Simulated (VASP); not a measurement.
# WSe2 in VASP: further runs

The runs below take WSe2 through single point, relaxation of shape and atoms at fixed volume, with PBEsol.

Everything below comes from runs of VASP 6.6.1. Logs are shortened: lines on timing, memory, paths and dates and some standing lists are left out, and cuts for length are marked.

### Step 1. The cell of the first run

The cell holds a slab with vacuum, 3 atoms: a = 3.270 Å, b = 3.270 Å, c = 17.161 Å, α = 90.00°, β = 90.00°, γ = 120.00°.

### Step 2. Single point, PBEsol (52.98 Å³/atom)

INCAR

```
SYSTEM = WSe2
ALGO = Normal
EDIFF = 1E-6
ENCUT = 520
GGA = PS
ISIF = 2
ISMEAR = 0
LASPH = .True.
LCHARG = .False.
LREAL = .False.
LWAVE = .False.
NBANDS = 20
NELM = 100
PREC = Accurate
SIGMA = 0.02
```

KPOINTS

```
k-points
0
Gamma
  12 12 2
  0 0 0
```

POSCAR

```
WSe2
1.0
    3.2702613113      0.0000000000      0.0000000000
   -1.6351306557      2.8321293726      0.0000000000
    0.0000000000      0.0000000000     17.1609628757
W Se
1 2
Direct
    0.0000000000      0.0000000000      0.0000000000
    0.3333333333      0.6666666667      0.0974693052
    0.3333333333      0.6666666667      0.9025306948
```

Potentials or basis: VASP PAW PBE potentials, release 64 (W_sv, Se).

On the command line:

```
> cat potpaw_PBE.64/W_sv/POTCAR potpaw_PBE.64/Se/POTCAR > POTCAR
> mpirun -np 1 vasp_std > vasp.out
```

OUTCAR:

```text
SYSTEM = WSe2
   EDIFF = 1E-6
   ENCUT = 520
   GGA = PS
   ISIF = 2
   ISMEAR = 0
   LASPH = .True.
   LREAL = .False.
   NELM = 100
   PREC = Accurate

 ion  position               nearest neighbor table
   1  0.000  0.000  0.000-   2 2.52   3 2.52   2 2.52   3 2.52   2 2.52   3 2.52
   2  0.333  0.667  0.097-   1 2.52   1 2.52   1 2.52
   3  0.333  0.667  0.903-   1 2.52   1 2.52   1 2.52

  LATTYP: Found a hexagonal cell.
 ALAT       =     3.2702613113
 C/A-ratio  =     5.2475815362

  Lattice vectors:

 A1 = (   3.2702613113,   0.0000000000,   0.0000000000)
 A2 = (  -1.6351306557,   2.8321293726,   0.0000000000)
 A3 = (   0.0000000000,   0.0000000000,  17.1609628757)

Analysis of symmetry for initial positions (statically):
=====================================================================
 Subroutine PRICEL returns:
 Original cell was already a primitive cell.

 Routine SETGRP: Setting up the symmetry group for a
 hexagonal supercell.

 Subroutine GETGRP returns: Found 12 space group operations
 (whereof 12 operations were pure point group operations)
 out of a pool of 24 trial point group operations.

The static configuration has the point symmetry D_3h.

Analysis of symmetry for dynamics (positions and initial velocities):
=====================================================================
 Subroutine PRICEL returns:
 Original cell was already a primitive cell.

 Routine SETGRP: Setting up the symmetry group for a
 hexagonal supercell.

 Subroutine GETGRP returns: Found 12 space group operations
 (whereof 12 operations were pure point group operations)
 out of a pool of 24 trial point group operations.

The dynamic configuration has the point symmetry D_3h.

 Subroutine INISYM returns: Found 12 space group operations
 (whereof 12 operations are pure point group operations),
 and found     1 'primitive' translations

----------------------------------------------------------------------------------------

                                     Primitive cell

  volume of cell :     158.9415

  direct lattice vectors                    reciprocal lattice vectors
     3.270261311  0.000000000  0.000000000     0.305785962  0.176545607  0.000000000
    -1.635130656  2.832129373  0.000000000     0.000000000  0.353091215  0.000000000
[... 77 lines left out ...]
 SYSTEM =  WSe2
   PREC   = accura    normal or accurate (medium, high low for compatibility)
   ISTART =      0    job   : 0-new  1-cont  2-samecut
   ICHARG =      2    charge: 1-file 2-atom 10-const
   ISPIN  =      1    spin polarized calculation?
   LNONCOLLINEAR =      F non collinear calculations
   LSORBIT =      F    spin-orbit coupling
   LASPH  =      T    aspherical Exc in radial PAW
   ENCUT  =  520.0 eV  38.22 Ry    6.18 a.u.   6.08  6.08 31.91*2*pi/ulx,y,z
   NELM   =    100;   NELMIN=  2; NELMDL= -5     # of ELM steps
   EDIFF  = 0.1E-05   stopping-criterion for ELM
   LREAL  =      F    real-space projection
   EDIFFG = 0.1E-04   stopping-criterion for IOM
   NSW    =      0    number of steps for IOM
   IBRION =     -1    ionic relax: 0-MD 1-quasi-New 2-CG
   NFREE  =      0    steps in history (QN), initial steepest desc. (CG)
   ISIF   =      2    stress and relaxation
   ISYM   =      2    0-nonsym 1-usesym 2-fastsym
   POTIM  = 0.5000    time-step for ionic-motion
   TEBEG  =    0.0;   TEEND  =   0.0 temperature during run
   PSTRESS=    0.0 pullay stress
   NELECT =      26.0000    total number of electrons
   NUPDOWN=      -1.0000    fix difference up-down
   EMIN   =  10.00;   EMAX   =-10.00  energy-range for DOS
   EFERMI =   0.00;   METHOD = LEGACY
   ISMEAR =     0;   SIGMA  =   0.02  broadening in eV -4-tet -1-fermi 0-gaus
   EFERMI_NEDOS =   21; number of points for ismear=-14 and -15
   IALGO  =     38    algorithm
   IMIX   =      4    mixing-type and parameters
     AMIX     =   0.40;   BMIX     =  1.00
     AMIX_MAG =   1.60;   BMIX_MAG =  1.00
  volume/ion in A,a.u.               =      52.98       357.53
  Fermi-wavevector in a.u.,A,eV,Ry     =   0.895338  1.691943 10.906833  0.801630
  Thomas-Fermi vector in A             =   2.017657
   LORBIT       =      0    0 simple, 1 ext, 2 COOP (PROOUT), +10 PAW based schemes
   GGA     = PS    functional components
   LHFCALC =     F    Hartree Fock is set to
   AEXX    =    0.0000 exact exchange contribution
   IVDW    =     0    specifies the selected vdW correction
   LEPSILON=     F    determine dielectric tensor
   LRPA    =     F    only Hartree local field effects (RPA)
 non-spin polarized calculation
 Gauss-broadening in eV      SIGMA  =   0.02
  energy-cutoff  :      520.00
  volume of cell :      158.94
 maximum number of plane-waves:      4344
   NGX = 13   NGY = 13   NGZ = 63

 number of electron      25.9999994 magnetization

 Free energy of the ion-electron system (eV)
  ---------------------------------------------------
  ext. energy  EPLUGINS =         0.00000000
  ---------------------------------------------------
  free energy    TOTEN  =       -23.23496034 eV

  energy without entropy =      -23.23496034  energy(sigma->0) =      -23.23496034

 E-fermi :  -0.7520     XC(G=0):  -4.7075

 val. band max:       -0.9457523426   @ k =   0.3333   0.3333   0.5000
 cond. band min:       0.7429530291   @ k =   0.1667   0.1667   0.0000
 fundamental gap:      1.6887053718
 Fermi energy:        -0.7519844633

 k-point     1 :       0.0000    0.0000    0.0000
  band No.  band energies     occupation
      1     -74.8899      2.00000
      2     -39.1559      2.00000
      3     -39.0052      2.00000
      4     -39.0052      2.00000
      5     -15.8471      2.00000
      6     -14.5456      2.00000
[... 541 lines left out ...]
     19       5.6898      0.00000
     20       5.7797      0.00000

 [... further k-points ...]
[... 5 lines left out ...]
  --------------------------------------------------------------------------------------
  -------------------------------------------------------------------------------------
  Total        0.1393094      0.1393094      0.1971963     -0.0000000     -0.0000000     -0.0000000
  in kB        1.4042803      1.4042803      1.9877973     -0.0000000     -0.0000000     -0.0000000
  external PRESSURE =       1.5987859 kB  Pullay stress =       0.0000000 kB

 VOLUME and BASIS-vectors are now :
 -----------------------------------------------------------------------------
  energy-cutoff  :      520.00
  volume of cell :      158.94
      direct lattice vectors                 reciprocal lattice vectors
     3.270261311  0.000000000  0.000000000     0.305785962  0.176545607  0.000000000
    -1.635130656  2.832129373  0.000000000     0.000000000  0.353091215  0.000000000
     0.000000000  0.000000000 17.160962876     0.000000000  0.000000000  0.058271789

 POSITION                                       TOTAL-FORCE (eV/Angst)
 -----------------------------------------------------------------------------------
      0.00000      0.00000      0.00000        -0.000000      0.000000      0.000000
     -0.00000      1.88809      1.67267         0.000000      0.000000      0.062356
     -0.00000      1.88809     15.48830         0.000000     -0.000000     -0.062356
 -----------------------------------------------------------------------------------
    total drift:                                0.000000     -0.000000     -0.000000

  FREE ENERGIE OF THE ION-ELECTRON SYSTEM (eV)
  ---------------------------------------------------
  free  energy   TOTEN  =       -23.2349603355 eV

  energy  without entropy=      -23.2349603355  energy(sigma->0) =      -23.23496034
```

OSZICAR:

```text
N       E                     dE             d eps       ncg     rms          rms(c)
DAV:   1     0.166445660535E+03    0.16645E+03   -0.12019E+04  1824   0.110E+03
DAV:   2    -0.111395553016E+02   -0.17759E+03   -0.17276E+03  1964   0.256E+02
DAV:   3    -0.240146794984E+02   -0.12875E+02   -0.12778E+02  2052   0.636E+01
[... 13 lines left out ...]
DAV:  17    -0.232349317108E+02   -0.57431E-04   -0.36630E-06  1568   0.544E-03    0.300E-03
DAV:  18    -0.232349508142E+02   -0.19103E-04   -0.89054E-07  1552   0.237E-03    0.184E-03
DAV:  19    -0.232349582762E+02   -0.74620E-05   -0.43052E-07  1452   0.156E-03    0.763E-04
DAV:  20    -0.232349599388E+02   -0.16626E-05   -0.58907E-08  1352   0.589E-04    0.320E-04
DAV:  21    -0.232349603355E+02   -0.39672E-06   -0.13036E-08  1148   0.305E-04
   1 F= -.23234960E+02 E0= -.23234960E+02  d E =-.268262E-44
```

It took 62 s on 1 thread of Intel Xeon 6975P-C (Granite Rapids), shared host; peak memory 0.32 GiB.

What came out:

```
Free energy            : -23.2350 eV
Largest force          : 0.062 eV/Å
Band gap on the k mesh : 1.69 eV
```

Forces on the atoms (eV/Å):
```
W    0.000  0.000  0.000
Se   0.000  0.000  0.062
Se   0.000  0.000 -0.062
```

Levels at points of the mesh, in eV from the valence-band top:
| k point | band 11 | band 12 | band 13 | band 14 | band 15 | band 16 |
| --- | --- | --- | --- | --- | --- | --- |
| (0.00, 0.00, 0.00) | -1.18 | -1.18 | -0.41 | 3.06 | 3.06 | 3.26 |
| (0.50, 0.00, 0.00) | -2.18 | -1.02 | -0.85 | 2.53 | 2.86 | 3.76 |
| (0.00, 0.00, 0.50) | -1.18 | -1.18 | -0.41 | 3.06 | 3.06 | 3.26 |
| (0.50, 0.00, 0.50) | -2.18 | -1.02 | -0.85 | 2.53 | 2.86 | 3.76 |

Caveat: there is no dipole correction, which matters where the two faces differ; the PAW data sets were made with another functional, which shifts forces and pressure a little; spin-orbit coupling is left out, which moves the levels of the heavy elements.

### Step 3. Single point, PBEsol (54.52 Å³/atom)

This run uses another cell than the first one.

INCAR

```
SYSTEM = WSe2
PREC = Accurate
ENCUT = 520
EDIFF = 1E-7
ISMEAR = 0
SIGMA = 0.02
LREAL = .FALSE.
LASPH = .TRUE.
NELM = 60
ALGO = Normal
ISIF = 2
LWAVE = .FALSE.
LCHARG = .FALSE.
GGA = PS
NBANDS = 20
```

KPOINTS

```
Automatic mesh
0
G
  12 12 2
  0 0 0
```

POSCAR

```
WSe2
1.0
    3.2702748236      0.0000000000      0.0000000000
   -1.6351374118      2.8321410746      0.0000000000
    0.0000000000      0.0000000000     17.6606508037
W Se
1 2
Direct
    0.0000000000      0.0000000000      0.0000000000
    0.3333333333      0.6666666667      0.0947113977
    0.3333333333      0.6666666667      0.9052886023
```

Potentials or basis: VASP PAW PBE potentials, release 64 (W_sv, Se).

On the command line:

```
> cat potpaw_PBE.64/W_sv/POTCAR potpaw_PBE.64/Se/POTCAR > POTCAR
> mpirun -np 1 vasp_std > vasp.out
```

It took 70 s on 1 thread of Intel Xeon 6975P-C (Granite Rapids), shared host; peak memory 0.33 GiB.

The run converged. Its results:

- Free energy: -23.2350 eV
- Largest force: 0.062 eV/Å
- Band gap on the k mesh: 1.69 eV

Forces on the atoms (eV/Å):
```
W    0.000  0.000  0.000
Se   0.000  0.000  0.062
Se   0.000  0.000 -0.062
```

Levels at points of the mesh, in eV from the valence-band top:
| k point | band 11 | band 12 | band 13 | band 14 | band 15 | band 16 |
| --- | --- | --- | --- | --- | --- | --- |
| (0.00, 0.00, 0.00) | -1.18 | -1.18 | -0.41 | 3.06 | 3.06 | 3.26 |
| (0.50, 0.00, 0.00) | -2.18 | -1.02 | -0.85 | 2.53 | 2.86 | 3.76 |
| (0.00, 0.00, 0.50) | -1.18 | -1.18 | -0.41 | 3.06 | 3.06 | 3.26 |
| (0.50, 0.00, 0.50) | -2.18 | -1.02 | -0.85 | 2.53 | 2.86 | 3.76 |

Caveat: there is no dipole correction, which matters where the two faces differ; the PAW data sets were made with another functional, which shifts forces and pressure a little; spin-orbit coupling is left out, which moves the levels of the heavy elements.

### Step 4. Relaxation of shape and atoms at fixed volume, PBEsol (48.35 Å³/atom)

This run uses another cell than the first one.

INCAR

```
SYSTEM = WSe2
PREC = Accurate ; ENCUT = 600
EDIFF = 1E-6 ; ISMEAR = 0
SIGMA = 0.02 ; LREAL = .False.
LASPH = .True. ; NELM = 100
ALGO = Normal ; ISIF = 4
LWAVE = .False. ; LCHARG = .False.
GGA = PS ; IBRION = 2
NSW = 50 ; EDIFFG = -0.01
```

KPOINTS

```
regular mesh
0
Gamma
  12 12 2
  0 0 0
```

POSCAR

```
WSe2
1.0
    3.2361554285      0.0000000000      0.0000000000
   -1.6180777143      2.8025928117      0.0000000000
    0.0000000000      0.0000000000     15.9933134711
W Se
1 2
Direct
    0.0000000000      0.0000000000      0.0000000000
    0.3333333333      0.6666666667      0.1034977084
    0.3333333333      0.6666666667      0.8965022916
```

On the command line:

```
> cat potpaw_PBE.64/W_sv/POTCAR potpaw_PBE.64/Se/POTCAR > POTCAR
> mpirun -np 1 vasp_std > vasp.out
```

Run time: 5.6 min. Hardware: 1 thread of Intel Xeon 6975P-C (Granite Rapids), shared host; peak memory 0.39 GiB.

It converged, with:

| Quantity | Value |
| --- | --- |
| Free energy | -23.2355 eV |
| Energy gained by relaxing | 11.0 meV/atom |
| Ionic steps | 8 |
| Band gap on the k mesh | 1.68 eV |

The path:
| step | energy change (eV) | largest force (eV/Å) | pressure (GPa) | volume (Å³) |
| --- | --- | --- | --- | --- |
| 1 | 0.0000 | 0.6423 | 2.13 | 145.05 |
| 2 | -0.0182 | 0.0018 | 0.84 | 145.05 |
| 3 | -0.0184 | 0.0516 | 0.94 | 145.05 |
| 4 | -0.0276 | 0.0399 | 0.58 | 145.05 |
| 5 | -0.0329 | 0.0245 | 0.05 | 145.05 |
| 6 | -0.0329 | 0.0240 | 0.03 | 145.05 |
| 7 | -0.0329 | 0.0188 | -0.06 | 145.05 |
| 8 | -0.0329 | 0.0003 | -0.02 | 145.05 |

Final structure:
```cif
data_structure
_symmetry_space_group_name_H-M 'P 1'
_symmetry_Int_Tables_number 1
_cell_length_a 3.2734
_cell_length_b 3.2734
_cell_length_c 15.6313
_cell_angle_alpha 90.000
_cell_angle_beta 90.000
_cell_angle_gamma 120.000
_cell_volume 145.05
loop_
_atom_site_label
_atom_site_type_symbol
_atom_site_fract_x
_atom_site_fract_y
_atom_site_fract_z
_atom_site_occupancy
W1 W 0.00000 0.00000 0.00000 1
Se1 Se 0.33333 0.66667 0.10715 1
Se2 Se 0.33333 0.66667 0.89285 1
```

Levels at points of the mesh, in eV from the valence-band top:
```tsv
k point	band 11	band 12	band 13	band 14	band 15	band 16
(0.00, 0.00, 0.00)	-1.17	-1.17	-0.41	3.05	3.05	3.24
(0.50, 0.00, 0.00)	-2.18	-1.02	-0.85	2.52	2.85	3.75
(0.00, 0.00, 0.50)	-1.17	-1.17	-0.41	3.05	3.05	3.24
(0.50, 0.00, 0.50)	-2.18	-1.02	-0.85	2.52	2.85	3.75
```

Caveat: there is no dipole correction, which matters where the two faces differ; the relaxation moved the vacuum too, so the length across it says nothing of the material; the PAW data sets were made with another functional, which shifts forces and pressure a little; spin-orbit coupling is left out, which moves the levels of the heavy elements.

### Step 5. The runs side by side

| task | cell | cutoff (eV) | gap on the mesh (eV) | largest force (eV/Å) |
| --- | --- | --- | --- | --- |
| single point | a = 3.270, b = 3.270, c = 17.161 Å, angles 90.0, 90.0, 120.0°, 3 atoms, atomic positions A | 520 | 1.69 | 0.06 |
| single point | a = 3.270, b = 3.270, c = 17.661 Å, angles 90.0, 90.0, 120.0°, 3 atoms, atomic positions B | 520 | 1.69 | 0.06 |
| relaxation of shape and atoms at fixed volume | relaxed from a = 3.236, b = 3.236, c = 15.993 Å, angles 90.0, 90.0, 120.0°, 3 atoms, atomic positions C | 600 | 1.68 | - |

Alike in all rows: level PBEsol; potentials or basis VASP PAW PBE potentials, release 64 (W_sv, Se); no spin polarisation; k mesh 12 × 12 × 2; smearing gaussian 0.02 eV.

Caveats: there is no dipole correction, which matters where the two faces differ; the PAW data sets were made with another functional, which shifts forces and pressure a little; spin-orbit coupling is left out, which moves the levels of the heavy elements; the relaxation moved the vacuum too, so the length across it says nothing of the material (at least some runs).

Total energies depend on the potentials used, so only differences within one code and one set of settings carry meaning.
